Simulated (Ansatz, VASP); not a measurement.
**Ti2Tl in VASP and in Ansatz**

File INCAR:

```
SYSTEM = Ti2Tl
PREC = Accurate ; ENCUT = 600
EDIFF = 1E-6 ; ISMEAR = 0
SIGMA = 0.1 ; LREAL = .FALSE.
LASPH = .TRUE. ; NELM = 60
ALGO = Normal ; ISIF = 3
LWAVE = .FALSE. ; LCHARG = .FALSE.
GGA = PE ; IBRION = 2
NSW = 90 ; EDIFFG = -0.04
```

The input KPOINTS:

```
regular mesh
0
G
  6 6 6
  0 0 0
```

The input POSCAR:

```
Ti2Tl
1.0
    1.7914821423      1.0343126971      5.4107343541
   -1.7914821423      1.0343126971      5.4107343541
    0.0000000000     -2.0686253942      5.4107343541
Ti Tl
2 1
Direct
    0.7500000000      0.7500000000      0.7500000000
    0.2500000000      0.2500000000      0.2500000000
    0.0000000000      0.0000000000      0.0000000000
```

Input for Ansatz:

```yaml
crystal:
  lattice:
    - [1.7914821423, 1.0343126971, 5.4107343541]
    - [-1.7914821423, 1.0343126971, 5.4107343541]
    - [0.0, -2.0686253942, 5.4107343541]
  atoms:
    - { symbol: Ti, position: [0.75, 0.75, 0.75] }
    - { symbol: Ti, position: [0.25, 0.25, 0.25] }
    - { symbol: Tl, position: [0.0, 0.0, 0.0] }
basis:
  ecutwfc: 420
kpoints:
  mp_grid: { grid: [6, 6, 6] }
hamiltonian:
  xc: pbe
scf:
  occupations: { method: gaussian, width: 0.1 }
  lower_state_search: "off"
output:
  forces: true
  stress: true
  eigenvalues: true
relax:
  adjacent_minimum: "off"
  f_tol: 0.04
  max_steps: 70
  cell: { stress_tol: 0.4 }
```

Alike in both runs: task relaxation of cell and atoms; functional PBE; k mesh 6 × 6 × 6; occupations gaussian, width 0.1 eV; no spin polarisation.

|  | VASP | Ansatz |
| --- | --- | --- |
| version | VASP 6.6.1 | Ansatz 0.2.0 |
| potentials or method | VASP PAW PBE potentials, release 64 (Ti_sv, Tl_d), cutoff 600 eV | scalar-relativistic, plane waves, PAW |
| valence electrons in the cell | 37 | 37 |

Ansatz gave:

- gap on the k mesh at the Fermi level, each at its own relaxed structure (eV): none
- relaxed volume (Å³/atom): 19.95
- relaxed cell length with the largest relative difference (Å): 7.383

Problem. Which values does VASP return?

Solution. gap on the k mesh at the Fermi level, each at its own relaxed structure (eV): none; relaxed volume (Å³/atom): 19.97; relaxed cell length with the largest relative difference (Å): 7.371.

A gap of «none» marks a metal or a gap that the smearing closes.

Neither program's run includes spin-orbit coupling.
